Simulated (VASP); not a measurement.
A run of VASP 6.6.1 is set up as follows.

Contents of INCAR:

```
SYSTEM = TaTl
ALGO     = Normal         ! electronic algorithm
EDIFF    = 1E-7           ! SCF threshold, eV
ENCUT    = 520            ! plane-wave cutoff, eV
GGA      = PE             ! functional
ISIF     = 2              ! what is computed and relaxed
ISMEAR   = -1             ! smearing method
LASPH    = .TRUE.         ! aspherical terms in the spheres
LCHARG   = .FALSE.        ! write CHGCAR
LREAL    = .FALSE.        ! projectors in reciprocal space
LWAVE    = .FALSE.        ! write WAVECAR
NBANDS   = 19             ! bands
NELM     = 80             ! most SCF steps
PREC     = Accurate       ! precision mode
SIGMA    = 0.05           ! smearing width, eV
```

File KPOINTS:

```
k-points
0
G
  8 8 6
  0 0 0
```

File POSCAR:

```
TaTl
1.0
    3.4488852047      0.0000000000      0.0000000000
    0.0000000000      3.4488852047      0.0000000000
    0.0000000000      0.0000000000      4.2616626685
Ta Tl
1 1
Direct
    0.5000000000      0.5000000000      0.5000000000
    0.0000000000      0.0000000000      0.0000000000
```

Potentials or basis: VASP PAW PBE potentials, release 64 (Ta_pv, Tl_d).

Command:

```console
$ cat potpaw_PBE.64/Ta_pv/POTCAR potpaw_PBE.64/Tl_d/POTCAR > POTCAR
$ mpirun -np 1 vasp_std > vasp.out
```

Problem. Estimate the pressure.

Solution. -15.8 GPa.

Problem. Estimate the band gap on the k mesh.

Solution. Zero (band 12 reaches 6.31 eV, above the bottom of band 13 at 5.51 eV).

Stress tensor (GPa, compression positive):
```
-17.91   0.00   0.00
  0.00 -17.91   0.00
  0.00   0.00 -11.50
```

Caveat: spin-orbit coupling is left out, which moves the levels of the heavy elements.
